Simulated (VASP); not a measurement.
# TaRu2 (I4/mmm) in VASP: a series of runs, part 2 of 2

VASP 6.6.1. Earlier steps stand in the parts before.

## (3) Single point, PBE, collinear spin, ferromagnetic start

This run uses another cell than the first one, of 15.66 Å³/atom.

The input, INCAR:

```
PREC = Accurate ; ENCUT = 520
EDIFF = 1E-6 ; ISMEAR = 0
SIGMA = 0.1 ; LREAL = False
LASPH = True ; NELM = 150
ALGO = Fast ; ISIF = 2
LWAVE = False ; LCHARG = True
ISPIN = 2 ; MAGMOM = 0 1 1
LORBIT = 11 ; LMAXMIX = 4
GGA = PE ; LELF = True
LVHAR = True ; NBANDS = 30
```

The input, KPOINTS:

```
Automatic mesh
0
Gamma
  8 8 8
```

The input, POSCAR:

```
TaRu2
1.0
   -1.5655260597      1.5655260597      4.7913998390
    1.5655260597     -1.5655260597      4.7913998390
    1.5655260597      1.5655260597     -4.7913998390
Ta Ru
1 2
Direct
    0.5000000000      0.5000000000      0.0000000000
    0.8460469459      0.8460469459      0.0000000000
    0.1539530541      0.1539530541      0.0000000000
```

Potentials or basis: VASP PAW PBE potentials, release 64 (Ta_pv, Ru_pv).

Command:

```
> cat potpaw_PBE.64/Ta_pv/POTCAR potpaw_PBE.64/Ru_pv/POTCAR > POTCAR
> mpirun -np 1 vasp_std > vasp.out
```

OUTCAR:

```text
PREC = Accurate
   ENCUT = 520
   EDIFF = 1E-6
   ISMEAR = 0
   LREAL = False
   LASPH = True
   NELM = 150
   ISIF = 2
   ISPIN = 2
   LORBIT = 11
   GGA = PE

 ion  position               nearest neighbor table
   1  0.500  0.500  0.000-   3 2.66   2 2.66   3 2.66   2 2.66   3 2.66   2 2.66   2 2.66   3 2.66
                             2 3.32   3 3.32
   2  0.846  0.846  0.000-   1 2.66   1 2.66   1 2.66   1 2.66   3 2.88   3 2.88   3 2.88   3 2.88
                             3 2.95   1 3.32
   3  0.154  0.154  0.000-   1 2.66   1 2.66   1 2.66   1 2.66   2 2.88   2 2.88   2 2.88   2 2.88
                             2 2.95   1 3.32

  LATTYP: Found a body centered tetragonal cell.
 ALAT       =     3.1310521194
 C/A-ratio  =     3.0605685605

  Lattice vectors:

 A1 = (  -1.5655260597,   1.5655260597,   4.7913998390)
 A2 = (   1.5655260597,  -1.5655260597,   4.7913998390)
 A3 = (   1.5655260597,   1.5655260597,  -4.7913998390)

Analysis of symmetry for initial positions (statically):
=====================================================================
 Subroutine PRICEL returns:
 Original cell was already a primitive cell.

 Routine SETGRP: Setting up the symmetry group for a
 body centered tetragonal supercell.

 Subroutine GETGRP returns: Found 16 space group operations
 (whereof 16 operations were pure point group operations)
 out of a pool of 16 trial point group operations.

The static configuration has the point symmetry D_4h.

Analysis of symmetry for dynamics (positions and initial velocities):
=====================================================================
 Subroutine PRICEL returns:
 Original cell was already a primitive cell.

 Routine SETGRP: Setting up the symmetry group for a
 body centered tetragonal supercell.

 Subroutine GETGRP returns: Found 16 space group operations
 (whereof 16 operations were pure point group operations)
 out of a pool of 16 trial point group operations.

The dynamic configuration has the point symmetry D_4h.

Analysis of structural, dynamic, and magnetic symmetry:
=====================================================================
 Subroutine PRICEL returns:
 Original cell was already a primitive cell.

 Routine SETGRP: Setting up the symmetry group for a
 body centered tetragonal supercell.

 Subroutine GETGRP returns: Found 16 space group operations
 (whereof 16 operations were pure point group operations)
 out of a pool of 16 trial point group operations.

The overall configuration has the point symmetry D_4h.

 Subroutine INISYM returns: Found 16 space group operations
 (whereof 16 operations are pure point group operations),
 and found     1 'primitive' translations

----------------------------------------------------------------------------------------

                                     Primitive cell

  volume of cell :      46.9724

  direct lattice vectors                    reciprocal lattice vectors
    -1.565526060  1.565526060  4.791399839     0.000000000  0.319381461  0.104353637
     1.565526060 -1.565526060  4.791399839     0.319381461  0.000000000  0.104353637
     1.565526060  1.565526060 -4.791399839     0.319381461  0.319381461  0.000000000

  length of vectors
     5.278186820  5.278186820  5.278186820     0.335997320  0.335997320  0.451673594
[... 75 lines left out ...]
   ISTART =      0    job   : 0-new  1-cont  2-samecut
   ICHARG =      2    charge: 1-file 2-atom 10-const
   ISPIN  =      2    spin polarized calculation?
   LNONCOLLINEAR =      F non collinear calculations
   LSORBIT =      F    spin-orbit coupling
   LASPH  =      T    aspherical Exc in radial PAW
   ENCUT  =  520.0 eV  38.22 Ry    6.18 a.u.   9.81  9.81  9.81*2*pi/ulx,y,z
   NELM   =    150;   NELMIN=  2; NELMDL= -5     # of ELM steps
   EDIFF  = 0.1E-05   stopping-criterion for ELM
   LREAL  =      F    real-space projection
   EDIFFG = 0.1E-04   stopping-criterion for IOM
   NSW    =      0    number of steps for IOM
   IBRION =     -1    ionic relax: 0-MD 1-quasi-New 2-CG
   NFREE  =      0    steps in history (QN), initial steepest desc. (CG)
   ISIF   =      2    stress and relaxation
   ISYM   =      2    0-nonsym 1-usesym 2-fastsym
   POTIM  = 0.5000    time-step for ionic-motion
   TEBEG  =    0.0;   TEEND  =   0.0 temperature during run
   PSTRESS=    0.0 pullay stress
   NELECT =      39.0000    total number of electrons
   NUPDOWN=      -1.0000    fix difference up-down
   EMIN   =  10.00;   EMAX   =-10.00  energy-range for DOS
   EFERMI =   0.00;   METHOD = LEGACY
   ISMEAR =     0;   SIGMA  =   0.10  broadening in eV -4-tet -1-fermi 0-gaus
   EFERMI_NEDOS =   21; number of points for ismear=-14 and -15
   IALGO  =     68    algorithm
   IMIX   =      4    mixing-type and parameters
     AMIX     =   0.40;   BMIX     =  1.00
     AMIX_MAG =   1.60;   BMIX_MAG =  1.00
  volume/ion in A,a.u.               =      15.66       105.66
  Fermi-wavevector in a.u.,A,eV,Ry     =   1.538681  2.907686 32.212342  2.367540
  Thomas-Fermi vector in A             =   2.645016
   LORBIT       =     11    0 simple, 1 ext, 2 COOP (PROOUT), +10 PAW based schemes
   GGA     = PE    functional components
   LHFCALC =     F    Hartree Fock is set to
   AEXX    =    0.0000 exact exchange contribution
   IVDW    =     0    specifies the selected vdW correction
   LEPSILON=     F    determine dielectric tensor
   LRPA    =     F    only Hartree local field effects (RPA)
 spin polarized calculation
 RMM-DIIS sequential band-by-band and
 Gauss-broadening in eV      SIGMA  =   0.10
  energy-cutoff  :      520.00
  volume of cell :       46.97
 maximum number of plane-waves:      1296
   NGX = 19   NGY = 19   NGZ = 19

 number of electron      38.9999999 magnetization       0.0001979

 number of electron      38.9999999 magnetization      -0.0000133

 Free energy of the ion-electron system (eV)
  ---------------------------------------------------
  ext. energy  EPLUGINS =         0.00000000
  ---------------------------------------------------
  free energy    TOTEN  =       -30.44526125 eV

  energy without entropy =      -30.42842289  energy(sigma->0) =      -30.43684207

 E-fermi :   9.6513     XC(G=0): -13.2571

 val. band max:        9.6484243743   @ k =   0.2500   0.2500   0.1250
 cond. band min:       9.6953122245   @ k =  -0.3750   0.3750   0.0000
 fundamental gap:      0.0468878503
 Fermi energy:         9.6512671991

 spin component 1

 k-point     1 :       0.0000    0.0000    0.0000
  band No.  band energies     occupation
      1     -33.2341      1.00000
      2     -32.9951      1.00000
      3     -32.9951      1.00000
      4     -32.9401      1.00000
      5     -32.8945      1.00000
      6     -32.8945      1.00000
[... 781 lines left out ...]
     29      21.2399      0.00000
     30      21.3956      0.00000

 [... further k-points ...]

 spin component 2

 k-point     1 :       0.0000    0.0000    0.0000
  band No.  band energies     occupation
      1     -33.2341      1.00000
      2     -32.9951      1.00000
      3     -32.9951      1.00000
      4     -32.9401      1.00000
      5     -32.8945      1.00000
      6     -32.8945      1.00000
[... 781 lines left out ...]
     29      21.2400      0.00000
     30      21.3965      0.00000

 [... further k-points ...]
[... 5 lines left out ...]
  --------------------------------------------------------------------------------------
  -------------------------------------------------------------------------------------
  Total        0.0669349      0.0669349      0.0426948      0.0000000      0.0000000      0.0000000
  in kB        2.2830763      2.2830763      1.4562707      0.0000000      0.0000000      0.0000000
  external PRESSURE =       2.0074744 kB  Pullay stress =       0.0000000 kB

 VOLUME and BASIS-vectors are now :
 -----------------------------------------------------------------------------
  energy-cutoff  :      520.00
  volume of cell :       46.97
      direct lattice vectors                 reciprocal lattice vectors
    -1.565526060  1.565526060  4.791399839     0.000000000  0.319381461  0.104353637
     1.565526060 -1.565526060  4.791399839     0.319381461  0.000000000  0.104353637
     1.565526060  1.565526060 -4.791399839     0.319381461  0.319381461  0.000000000

 POSITION                                       TOTAL-FORCE (eV/Angst)
 -----------------------------------------------------------------------------------
      0.00000      0.00000      4.79140         0.000000      0.000000     -0.000000
      0.00000      0.00000      8.10750        -0.000000     -0.000000     -0.024994
      0.00000      0.00000      1.47530         0.000000      0.000000      0.024994
 -----------------------------------------------------------------------------------
    total drift:                               -0.000000     -0.000000      0.000000

  FREE ENERGIE OF THE ION-ELECTRON SYSTEM (eV)
  ---------------------------------------------------
  free  energy   TOTEN  =       -30.4452612452 eV

  energy  without entropy=      -30.4284228916  energy(sigma->0) =      -30.43684207

 total charge

# of ion       s       p       d       tot
------------------------------------------
    1        0.401   6.238   2.276   8.915
    2        0.367   6.241   6.029  12.637
    3        0.367   6.241   6.029  12.637
--------------------------------------------------
tot          1.136  18.720  14.333  34.190

 magnetization (x)

# of ion       s       p       d       tot
------------------------------------------
    1       -0.000   0.000   0.000   0.000
    2        0.000  -0.000   0.000   0.000
    3        0.000  -0.000   0.000   0.000
--------------------------------------------------
tot          0.000  -0.000   0.000   0.000
```

OSZICAR:

```text
N       E                     dE             d eps       ncg     rms          rms(c)
DAV:   1     0.418598430539E+03    0.41860E+03   -0.22671E+04  7088   0.139E+03
DAV:   2    -0.196857895911E+02   -0.43828E+03   -0.42560E+03  7548   0.441E+02
DAV:   3    -0.318314464361E+02   -0.12146E+02   -0.11966E+02  8162   0.775E+01
DAV:   4    -0.319430756918E+02   -0.11163E+00   -0.11153E+00  8648   0.705E+00
DAV:   5    -0.319448260845E+02   -0.17504E-02   -0.17495E-02  8010   0.850E-01    0.220E+01
RMM:   6    -0.308690556710E+02    0.10758E+01   -0.31048E+00  7191   0.114E+01    0.905E+00
RMM:   7    -0.307767552688E+02    0.92300E-01   -0.10405E+00  7534   0.549E+00    0.623E+00
RMM:   8    -0.304447269960E+02    0.33203E+00   -0.60521E-01  7389   0.472E+00    0.113E+00
RMM:   9    -0.304453427783E+02   -0.61578E-03   -0.40812E-02  8006   0.120E+00    0.602E-01
RMM:  10    -0.304452601276E+02    0.82651E-04   -0.43638E-03  8388   0.445E-01    0.242E-01
RMM:  11    -0.304451805014E+02    0.79626E-04   -0.14055E-03  8332   0.258E-01    0.104E-01
RMM:  12    -0.304452584569E+02   -0.77956E-04   -0.37083E-04  8910   0.119E-01    0.594E-02
RMM:  13    -0.304452609411E+02   -0.24842E-05   -0.89476E-05  9403   0.569E-02    0.301E-02
RMM:  14    -0.304452608279E+02    0.11322E-06   -0.25525E-05  9702   0.273E-02    0.839E-03
RMM:  15    -0.304452612452E+02   -0.41730E-06   -0.44543E-06  7283   0.126E-02
   1 F= -.30445261E+02 E0= -.30436842E+02  d E =-.168384E-01  mag=    -0.0001
```

stdout:

```text
POSCAR found type information on POSCAR TaRu
 POSCAR found :  2 types and       3 ions
 scaLAPACK will be used
 LDA part: xc-table for (Slater+PW92), standard interpolation
 POSCAR, INCAR and KPOINTS ok, starting setup
 FFT: planning ... GRIDC
 FFT: planning ... GRID_SOFT
 FFT: planning ... GRID
 WAVECAR not read
 entering main loop
```

Run time: 11 min. Hardware: 1 thread of Intel Xeon 8259CL, shared host; peak memory 0.37 GiB.

What came out:

- Free energy: -30.4453 eV
- Pressure: 0.2 GPa
- Largest force: 0.025 eV/Å
- Net moment: 0.00 μB per cell
- Valence electrons inside the program's atomic spheres: Ta 8.91; Ru 12.64

Forces in eV/Å, atoms in the order of the input:
```
Ta   0.000  0.000  0.000
Ru   0.000  0.000 -0.025
Ru   0.000  0.000  0.025
```

Caveat: spin-orbit coupling is left out, which moves the levels of the heavy elements.
